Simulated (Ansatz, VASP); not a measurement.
**Si2Sb: VASP beside Ansatz**

```
Si Sb
1.0
     0.00000    3.28467    3.28467
     3.28467    0.00000    3.28467
     3.28467    3.28467    0.00000
Si Sb
2 1
Direct
  0.25000 0.25000 0.25000
  0.75000 0.75000 0.75000
  0.00000 0.00000 0.00000
```

Alike in both runs: functional r2SCAN; k mesh 12 × 12 × 12; occupations gaussian, width 0.1 eV; no spin polarisation.

Ansatz relaxed the structure, and its values are those at the end. VASP's run is a single point on that final structure, the one shown.

|  | VASP | Ansatz |
| --- | --- | --- |
| version | VASP 6.6.1 | Ansatz 0.2.0 |
| potentials or method | VASP PAW PBE potentials, release 64 (Si, Sb), cutoff 520 eV | scalar-relativistic, plane waves, PAW |
| valence electrons in the cell | 13 | 23 |

```csv
,VASP,Ansatz,Ansatz less VASP
gap on the k mesh at the Fermi level (eV),none,none,-
pressure (GPa),0.1,0.0,-0.13
```

VASP's potentials were made for PBE, not for r2SCAN. A gap of «none» marks a metal or a gap that the smearing closes. The functional is the same, so the differences come from potentials, cutoffs and numerics. VASP's potentials hold 13 valence electrons a cell and Ansatz's 23, so a difference there can come from the potentials and not from the codes.

Spin-orbit coupling is off throughout.
